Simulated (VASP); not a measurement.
# Si7Ge (P-42m) in VASP: further runs

Si7Ge is run at these levels: PBEsol; tasks: single point.

All numbers are computed with VASP 6.6.1; they aren't measurements. Logs are shortened: lines on timing, memory, paths and dates and some standing lists are left out, and cuts for length are marked.

## (1) The cell of the first run

It takes space group P-42m (No. 111, tetragonal). The conventional cell has a = 5.596 Å, b = 5.596 Å, c = 5.732 Å, α = 90.00°, β = 90.00°, γ = 90.00°. Si (site symmetry m) has 3 Si at 2.43 to 2.44 Å and 1 Ge at 2.47 Å within 3.2 Å. Within 3.2 Å of Si (site symmetry 222) lie 4 Si at 2.43 Å. Si (site symmetry -42m) has 4 Si at 2.44 Å within 3.2 Å. Within 3.3 Å of Ge (site symmetry -42m) lie 4 Si at 2.47 Å.

## (2) Single point, PBEsol (strain +0.025 along x and y, +0.050 along z)

INCAR

```
PREC = Accurate
ENCUT = 520
EDIFF = 1E-7
ISMEAR = 0
SIGMA = 0.03
LREAL = False
LASPH = True
NELM = 80
ALGO = Normal
ISIF = 2
LWAVE = False
LCHARG = False
GGA = PS
NBANDS = 31
```

KPOINTS

```
regular mesh
0
Gamma
  6 6 6
```

POSCAR

```
Si7Ge
1.0
    5.5956562302      0.0000000000      0.0000000000
    0.0000000000      5.5956562302      0.0000000000
    0.0000000000      0.0000000000      5.7321356505
Si Ge
7 1
Direct
    0.2525976818      0.2525976818      0.2525976818
    0.0000000000      0.5000000000      0.5000000000
    0.5000000000      0.5000000000      0.0000000000
    0.5000000000      0.0000000000      0.5000000000
    0.7474023182      0.2525976818      0.7474023182
    0.7474023182      0.7474023182      0.2525976818
    0.2525976818      0.7474023182      0.7474023182
    0.0000000000      0.0000000000      0.0000000000
```

Potentials or basis: VASP PAW PBE potentials, release 64 (Si, Ge_d).

On the command line:

```bash
$ cat potpaw_PBE.64/Si/POTCAR potpaw_PBE.64/Ge_d/POTCAR > POTCAR
$ mpirun -np 1 vasp_std > vasp.out
```

OUTCAR:

```text
PREC = Accurate
   ENCUT = 520
   EDIFF = 1E-7
   ISMEAR = 0
   LREAL = False
   LASPH = True
   NELM = 80
   ISIF = 2
   GGA = PS

 ion  position               nearest neighbor table
   1  0.253  0.253  0.253-   2 2.43   4 2.43   3 2.44   8 2.47
   2  0.000  0.500  0.500-   1 2.43   5 2.43   6 2.43   7 2.43
   3  0.500  0.500  0.000-   1 2.44   5 2.44   6 2.44   7 2.44
   4  0.500  0.000  0.500-   1 2.43   5 2.43   6 2.43   7 2.43
   5  0.747  0.253  0.747-   2 2.43   4 2.43   3 2.44   8 2.47
   6  0.747  0.747  0.253-   2 2.43   4 2.43   3 2.44   8 2.47
   7  0.253  0.747  0.747-   2 2.43   4 2.43   3 2.44   8 2.47
   8  0.000  0.000  0.000-   1 2.47   5 2.47   6 2.47   7 2.47

  LATTYP: Found a simple tetragonal cell.
 ALAT       =     5.5956562302
 C/A-ratio  =     1.0243902439

  Lattice vectors:

 A1 = (   5.5956562302,   0.0000000000,   0.0000000000)
 A2 = (   0.0000000000,   5.5956562302,   0.0000000000)
 A3 = (   0.0000000000,   0.0000000000,   5.7321356505)

Analysis of symmetry for initial positions (statically):
=====================================================================
 Subroutine PRICEL returns:
 Original cell was already a primitive cell.

 Routine SETGRP: Setting up the symmetry group for a
 simple tetragonal supercell.

 Subroutine GETGRP returns: Found  8 space group operations
 (whereof  8 operations were pure point group operations)
 out of a pool of 16 trial point group operations.

The static configuration has the point symmetry D_2d.

Analysis of symmetry for dynamics (positions and initial velocities):
=====================================================================
 Subroutine PRICEL returns:
 Original cell was already a primitive cell.

 Routine SETGRP: Setting up the symmetry group for a
 simple tetragonal supercell.

 Subroutine GETGRP returns: Found  8 space group operations
 (whereof  8 operations were pure point group operations)
 out of a pool of 16 trial point group operations.

The dynamic configuration has the point symmetry D_2d.

 Subroutine INISYM returns: Found  8 space group operations
 (whereof  8 operations are pure point group operations),
 and found     1 'primitive' translations

----------------------------------------------------------------------------------------

                                     Primitive cell

  volume of cell :     179.4810

  direct lattice vectors                    reciprocal lattice vectors
     5.595656230  0.000000000  0.000000000     0.178710049  0.000000000  0.000000000
     0.000000000  5.595656230  0.000000000     0.000000000  0.178710049  0.000000000
     0.000000000  0.000000000  5.732135651     0.000000000  0.000000000  0.174455048

  length of vectors
     5.595656230  5.595656230  5.732135651     0.178710049  0.178710049  0.174455048

  position of ions in fractional coordinates (direct lattice)
     0.252597682  0.252597682  0.252597682
     0.000000000  0.500000000  0.500000000
     0.500000000  0.500000000  0.000000000
     0.500000000  0.000000000  0.500000000
     0.747402318  0.252597682  0.747402318
     0.747402318  0.747402318  0.252597682
     0.252597682  0.747402318  0.747402318
     0.000000000  0.000000000  0.000000000

  ion indices of the primitive-cell ions
   primitive index   ion index
                 1           1
                 2           2
                 3           3
                 4           4
                 5           5
                 6           6
                 7           7
                 8           8

----------------------------------------------------------------------------------------

 KPOINTS: regular mesh

Automatic generation of k-mesh.
 Grid dimensions read from file:
 generate k-points for:    6    6    6

 Generating k-lattice:

  Cartesian coordinates                     Fractional coordinates (reciprocal lattice)
     0.029785008  0.000000000  0.000000000     0.166666667  0.000000000  0.000000000
     0.000000000  0.029785008  0.000000000     0.000000000  0.166666667  0.000000000
     0.000000000  0.000000000  0.029075841     0.000000000  0.000000000  0.166666667

  Length of vectors
     0.029785008  0.029785008  0.029075841

  Shift w.r.t. Gamma in fractional coordinates (k-lattice)
     0.000000000  0.000000000  0.000000000

 Subroutine IBZKPT returns following result:
 ===========================================

 Found     40 irreducible k-points:

 Following reciprocal coordinates:
            Coordinates               Weight
  0.000000  0.000000  0.000000      1.000000
  0.166667  0.000000  0.000000      4.000000
  0.333333  0.000000  0.000000      4.000000
  0.500000  0.000000  0.000000      2.000000
  0.166667  0.166667  0.000000      4.000000
  0.333333  0.166667  0.000000      8.000000
[... 16 lines left out ...]
  0.333333  0.000000  0.333333      8.000000
  0.500000  0.000000  0.333333      4.000000
 [... further k-points ...]
[... 40 lines left out ...]
  Fermi-wavevector in a.u.,A,eV,Ry     =   1.008831  1.906414 13.847193  1.017740
  Thomas-Fermi vector in A             =   2.141722
   LORBIT       =      0    0 simple, 1 ext, 2 COOP (PROOUT), +10 PAW based schemes
   GGA     = PS    functional components
   LHFCALC =     F    Hartree Fock is set to
   AEXX    =    0.0000 exact exchange contribution
   IVDW    =     0    specifies the selected vdW correction
   LEPSILON=     F    determine dielectric tensor
   LRPA    =     F    only Hartree local field effects (RPA)
 non-spin polarized calculation
 Gauss-broadening in eV      SIGMA  =   0.03
  energy-cutoff  :      520.00
  volume of cell :      179.48
 maximum number of plane-waves:      4862
 NGX is ok and might be reduce to    42
   NGX = 21   NGY = 21   NGZ = 21

 number of electron      41.9999991 magnetization

 Free energy of the ion-electron system (eV)
  ---------------------------------------------------
  ext. energy  EPLUGINS =         0.00000000
  ---------------------------------------------------
  free energy    TOTEN  =       -44.70476472 eV

  energy without entropy =      -44.70476472  energy(sigma->0) =      -44.70476472

 E-fermi :   4.9451     XC(G=0):  -9.2547

 val. band max:        4.7718055873   @ k =   0.0000   0.0000   0.0000
 cond. band min:       5.1524075791   @ k =   0.0000   0.0000   0.0000
 fundamental gap:      0.3806019918
 Fermi energy:         4.9451121249

 k-point     1 :       0.0000    0.0000    0.0000
  band No.  band energies     occupation
      1     -19.3615      2.00000
      2     -19.3604      2.00000
      3     -19.3604      2.00000
      4     -19.3431      2.00000
      5     -19.3404      2.00000
      6      -6.7332      2.00000
[... 23 lines left out ...]
     30       7.1708      0.00000
     31       7.2641      0.00000

 k-point     2 :       0.1667    0.0000    0.0000
  band No.  band energies     occupation
      1     -19.3615      2.00000
      2     -19.3604      2.00000
      3     -19.3604      2.00000
      4     -19.3431      2.00000
      5     -19.3404      2.00000
      6      -6.6217      2.00000
[... 23 lines left out ...]
     30       7.6718      0.00000
     31       7.8183      0.00000

 k-point     3 :       0.3333    0.0000    0.0000
  band No.  band energies     occupation
      1     -19.3616      2.00000
      2     -19.3604      2.00000
      3     -19.3604      2.00000
      4     -19.3431      2.00000
      5     -19.3404      2.00000
      6      -6.2905      2.00000
[... 23 lines left out ...]
     30       8.7339      0.00000
     31       8.9705      0.00000

 k-point     4 :       0.5000    0.0000    0.0000
  band No.  band energies     occupation
      1     -19.3616      2.00000
      2     -19.3604      2.00000
      3     -19.3604      2.00000
      4     -19.3430      2.00000
      5     -19.3404      2.00000
      6      -5.8291      2.00000
[... 635 lines left out ...]
     30       8.6374      0.00000
     31       9.2391      0.00000

 k-point    23 :       0.3333    0.0000    0.3333
  band No.  band energies     occupation
      1     -19.3616      2.00000
      2     -19.3604      2.00000
      3     -19.3604      2.00000
      4     -19.3431      2.00000
      5     -19.3403      2.00000
      6      -5.8868      2.00000
[... 23 lines left out ...]
     30       8.4852      0.00000
     31       8.7790      0.00000

 k-point    24 :       0.5000    0.0000    0.3333
  band No.  band energies     occupation
      1     -19.3616      2.00000
      2     -19.3605      2.00000
      3     -19.3604      2.00000
      4     -19.3430      2.00000
      5     -19.3403      2.00000
      6      -5.4671      2.00000
[... 23 lines left out ...]
     30       9.2787      0.00000
     31       9.3938      0.00000

 [... further k-points ...]
[... 5 lines left out ...]
  --------------------------------------------------------------------------------------
  -------------------------------------------------------------------------------------
  Total       -7.1613800     -7.1613800     -9.6505989      0.0000000      0.0000000      0.0000000
  in kB      -63.9276576    -63.9276576    -86.1482258      0.0000000      0.0000000      0.0000000
  external PRESSURE =     -71.3345137 kB  Pullay stress =       0.0000000 kB

 VOLUME and BASIS-vectors are now :
 -----------------------------------------------------------------------------
  energy-cutoff  :      520.00
  volume of cell :      179.48
      direct lattice vectors                 reciprocal lattice vectors
     5.595656230  0.000000000  0.000000000     0.178710049  0.000000000  0.000000000
     0.000000000  5.595656230  0.000000000     0.000000000  0.178710049  0.000000000
     0.000000000  0.000000000  5.732135651     0.000000000  0.000000000  0.174455048

 POSITION                                       TOTAL-FORCE (eV/Angst)
 -----------------------------------------------------------------------------------
      1.41345      1.41345      1.44792         0.003657      0.003657     -0.000891
      0.00000      2.79783      2.86607        -0.000000      0.000000      0.000000
      2.79783      2.79783      0.00000        -0.000000      0.000000      0.000000
      2.79783      0.00000      2.86607        -0.000000      0.000000      0.000000
      4.18221      1.41345      4.28421        -0.003657      0.003657      0.000891
      4.18221      4.18221      1.44792        -0.003657     -0.003657     -0.000891
      1.41345      4.18221      4.28421         0.003657     -0.003657      0.000891
      0.00000      0.00000      0.00000        -0.000000      0.000000      0.000000
 -----------------------------------------------------------------------------------
    total drift:                               -0.000000     -0.000000      0.000000

  FREE ENERGIE OF THE ION-ELECTRON SYSTEM (eV)
  ---------------------------------------------------
  free  energy   TOTEN  =       -44.7047647231 eV

  energy  without entropy=      -44.7047647231  energy(sigma->0) =      -44.70476472
```

Wall time 1.8 min (1 thread of Intel Xeon 6975P-C (Granite Rapids), shared host); peak memory 0.38 GiB.

What came out:

```
Free energy            : -44.7048 eV
Pressure               : -7.1 GPa
Largest force          : 0.005 eV/Å
Band gap on the k mesh : 0.38 eV, direct
```

Forces in eV/Å, atoms in the order of the input:
```
Si   0.004  0.004 -0.001
Si   0.000  0.000  0.000
Si   0.000  0.000  0.000
Si   0.000  0.000  0.000
Si  -0.004  0.004  0.001
Si  -0.004 -0.004 -0.001
Si   0.004 -0.004  0.001
Ge   0.000  0.000  0.000
```

Caveat: the cell differs from its parent crystal (strain +0.025 along x and y, +0.050 along z); the PAW data sets were made with another functional, which shifts forces and pressure a little. A k mesh can miss the band edges.

## (3) Single point, PBEsol (strain +0.050 along x and y, +0.025 along z)

INCAR

```
SYSTEM = Si7Ge
PREC = Accurate
ENCUT = 520
EDIFF = 1E-6
ISMEAR = 0
SIGMA = 0.03
LREAL = .False.
LASPH = .True.
NELM = 100
ALGO = Normal
ISIF = 2
LWAVE = .False.
LCHARG = .False.
GGA = PS
NBANDS = 31
```

KPOINTS

```
regular mesh
0
Gamma
  6 6 6
  0 0 0
```

POSCAR, as its differences from that of step 2:

```diff
@@ -2,5 +2,5 @@
 1.0
-    5.5956562302      0.0000000000      0.0000000000
-    0.0000000000      5.5956562302      0.0000000000
-    0.0000000000      0.0000000000      5.7321356505
+    5.7321356505      0.0000000000      0.0000000000
+    0.0000000000      5.7321356505      0.0000000000
+    0.0000000000      0.0000000000      5.5956562302
 Si Ge
```

Potentials or basis: VASP PAW PBE potentials, release 64 (Si, Ge_d).

On the command line:

```bash
$ cat potpaw_PBE.64/Si/POTCAR potpaw_PBE.64/Ge_d/POTCAR > POTCAR
$ mpirun -np 1 vasp_std > vasp.out
```

Wall time 1.9 min (1 thread of Intel Xeon 6975P-C (Granite Rapids), shared host); peak memory 0.4 GiB.

Results (log left out):

```
Free energy            : -44.4929 eV
Pressure               : -8.4 GPa
Largest force          : 0.007 eV/Å
Band gap on the k mesh : 0.37 eV, direct
```

Forces on the atoms (eV/Å):
```
Si   0.003  0.003  0.006
Si   0.000  0.000  0.000
Si   0.000  0.000  0.000
Si   0.000  0.000  0.000
Si  -0.003  0.003 -0.006
Si  -0.003 -0.003  0.006
Si   0.003 -0.003 -0.006
Ge   0.000  0.000  0.000
```

Stress tensor (GPa, compression positive):
```
-9.10  0.00  0.00
 0.00 -9.10  0.00
 0.00  0.00 -7.06
```

Levels at points of the mesh, in eV from the valence-band top:
```tsv
k point	band 18	band 19	band 20	band 21	band 22	band 23	band 24	band 25
(0.00, 0.00, 0.00)	-2.60	-0.15	-0.15	0.00	0.37	0.63	0.77	0.80
(0.50, 0.00, 0.00)	-1.84	-1.81	-1.70	-1.67	1.00	1.16	2.79	2.80
(0.50, 0.50, 0.00)	-1.55	-1.44	-1.36	-1.36	1.89	1.89	1.91	2.15
(0.00, 0.00, 0.50)	-1.94	-1.94	-1.82	-1.82	0.81	0.97	2.81	2.82
(0.50, 0.00, 0.50)	-1.39	-1.28	-1.20	-1.19	2.08	2.09	2.09	2.35
(0.50, 0.50, 0.50)	-1.22	-1.09	-1.09	-0.99	0.46	0.86	0.86	0.89
```

Caveat: the cell differs from its parent crystal (strain +0.050 along x and y, +0.025 along z); the PAW data sets were made with another functional, which shifts forces and pressure a little. A k mesh can miss the band edges.

## (4) Single point, PBEsol (strain -0.025 along x and y, -0.050 along z)

INCAR

```
ALGO = Normal ; EDIFF = 1E-7
ENCUT = 520 ; GGA = PS
ISIF = 2 ; ISMEAR = 0
LASPH = True ; LCHARG = False
LREAL = False ; LWAVE = False
NBANDS = 31 ; NELM = 100
PREC = Accurate ; SIGMA = 0.03
```

KPOINTS

```
k-points
0
Gamma
  6 6 6
```

POSCAR, as its differences from that of step 3:

```diff
@@ -2,5 +2,5 @@
 1.0
-    5.7321356505      0.0000000000      0.0000000000
-    0.0000000000      5.7321356505      0.0000000000
-    0.0000000000      0.0000000000      5.5956562302
+    5.3226973898      0.0000000000      0.0000000000
+    0.0000000000      5.3226973898      0.0000000000
+    0.0000000000      0.0000000000      5.1862179695
 Si Ge
```

On the command line:

```bash
$ cat potpaw_PBE.64/Si/POTCAR potpaw_PBE.64/Ge_d/POTCAR > POTCAR
$ mpirun -np 1 vasp_std > vasp.out
```

It took 78 s on 1 thread of Intel Xeon 6975P-C (Granite Rapids), shared host; peak memory 0.33 GiB.

It converged, with:

* Free energy: -44.5848 eV
* Pressure: 11.5 GPa
* Largest force: 0.013 eV/Å
* Band gap on the k mesh: 0.06 eV, direct

Forces in eV/Å, atoms in the order of the input:
```
Si  -0.009 -0.009  0.002
Si   0.000  0.000  0.000
Si   0.000  0.000  0.000
Si   0.000  0.000  0.000
Si   0.009 -0.009 -0.002
Si   0.009  0.009  0.002
Si  -0.009  0.009 -0.002
Ge   0.000  0.000  0.000
```

Stress tensor (GPa, compression positive):
```
10.82  0.00  0.00
 0.00 10.82  0.00
 0.00  0.00 12.93
```

Levels at points of the mesh, in eV from the valence-band top:
```tsv
k point	band 17	band 18	band 19	band 20	band 21	band 22	band 23	band 24	band 25	band 26
(0.00, 0.00, 0.00)	-3.13	-3.11	-0.09	-0.09	0.00	0.06	0.34	0.46	0.53	0.53
(0.50, 0.00, 0.00)	-3.61	-2.17	-2.12	-2.05	-2.00	0.88	1.07	2.93	2.95	3.98
(0.50, 0.50, 0.00)	-4.12	-1.77	-1.63	-1.59	-1.59	2.09	2.09	2.23	2.35	4.82
(0.00, 0.00, 0.50)	-3.40	-2.31	-2.31	-2.20	-2.20	0.67	0.85	2.98	3.03	4.34
(0.50, 0.00, 0.50)	-4.28	-1.55	-1.42	-1.37	-1.36	2.35	2.35	2.49	2.62	4.73
(0.50, 0.50, 0.50)	-1.43	-1.31	-1.19	-1.19	-1.08	1.26	1.72	1.72	1.79	2.97
```

Caveat: the cell differs from its parent crystal (strain -0.025 along x and y, -0.050 along z); the PAW data sets were made with another functional, which shifts forces and pressure a little. A k mesh can miss the band edges.

## (5) Single point, PBEsol (strain -0.025 along x and y, +0.000 along z)

INCAR

```
SYSTEM = Si7Ge
PREC = Accurate
ENCUT = 520
EDIFF = 1E-7
ISMEAR = 0
SIGMA = 0.03
LREAL = .FALSE.
LASPH = .TRUE.
NELM = 100
ALGO = Normal
ISIF = 2
LWAVE = .FALSE.
LCHARG = .FALSE.
GGA = PS
NBANDS = 31
```

KPOINTS

```
Automatic mesh
0
G
  6 6 6
  0 0 0
```

POSCAR, as its differences from that of step 4:

```diff
@@ -4,3 +4,3 @@
     0.0000000000      5.3226973898      0.0000000000
-    0.0000000000      0.0000000000      5.1862179695
+    0.0000000000      0.0000000000      5.4591768100
 Si Ge
```

On the command line:

```bash
$ cat potpaw_PBE.64/Si/POTCAR potpaw_PBE.64/Ge_d/POTCAR > POTCAR
$ mpirun -np 1 vasp_std > vasp.out
```

It took 81 s on 1 thread of Intel Xeon 6975P-C (Granite Rapids), shared host; peak memory 0.34 GiB.

It converged, with:

```
Free energy            : -44.9816 eV
Pressure               : 5.2 GPa
Largest force          : 0.017 eV/Å
Band gap on the k mesh : 0.09 eV, direct
```

Forces in eV/Å, atoms in the order of the input:
```
Si  -0.003 -0.003 -0.017
Si   0.000  0.000  0.000
Si   0.000  0.000  0.000
Si   0.000  0.000  0.000
Si   0.003 -0.003  0.017
Si   0.003  0.003 -0.017
Si  -0.003  0.003  0.017
Ge   0.000  0.000  0.000
```

Stress tensor (GPa, compression positive):
```
5.98 0.00 0.00
0.00 5.98 0.00
0.00 0.00 3.56
```

Levels at points of the mesh, in eV from the valence-band top:
| k point | band 18 | band 19 | band 20 | band 21 | band 22 | band 23 | band 24 | band 25 |
| --- | --- | --- | --- | --- | --- | --- | --- | --- |
| (0.00, 0.00, 0.00) | -2.95 | -0.18 | 0.00 | 0.00 | 0.09 | 0.46 | 0.46 | 0.51 |
| (0.50, 0.00, 0.00) | -2.20 | -2.16 | -2.08 | -2.04 | 0.77 | 0.94 | 2.96 | 2.99 |
| (0.50, 0.50, 0.00) | -1.45 | -1.33 | -1.26 | -1.26 | 2.38 | 2.38 | 2.50 | 2.65 |
| (0.00, 0.00, 0.50) | -2.03 | -2.03 | -1.91 | -1.91 | 0.97 | 1.15 | 2.93 | 2.94 |
| (0.50, 0.00, 0.50) | -1.66 | -1.53 | -1.48 | -1.47 | 2.14 | 2.14 | 2.25 | 2.40 |
| (0.50, 0.50, 0.50) | -1.30 | -1.25 | -1.10 | -1.10 | 1.06 | 1.48 | 1.54 | 1.54 |

Caveat: the cell differs from its parent crystal (strain -0.025 along x and y, +0.000 along z); the PAW data sets were made with another functional, which shifts forces and pressure a little. A k mesh can miss the band edges.

## (6) The runs side by side

```csv
cell,gap on the mesh (eV),pressure (GPa),largest force (eV/Å)
"a = 5.596, b = 5.596, c = 5.732 Å, 8 atoms",0.38,-7.1,0.01
"a = 5.732, b = 5.732, c = 5.596 Å, 8 atoms",0.37,-8.4,0.01
"a = 5.323, b = 5.323, c = 5.186 Å, 8 atoms",0.06,11.5,0.01
"a = 5.323, b = 5.323, c = 5.459 Å, 8 atoms",0.09,5.2,0.02
```

Alike in all rows: task single point; level PBEsol; potentials or basis VASP PAW PBE potentials, release 64 (Si, Ge_d); no spin polarisation; k mesh 6 × 6 × 6; cutoff (eV) 520; smearing gaussian 0.03 eV.

Caveats: the PAW data sets were made with another functional, which shifts forces and pressure a little.

Total energies depend on the potentials used, so only differences within one code and one set of settings carry meaning.
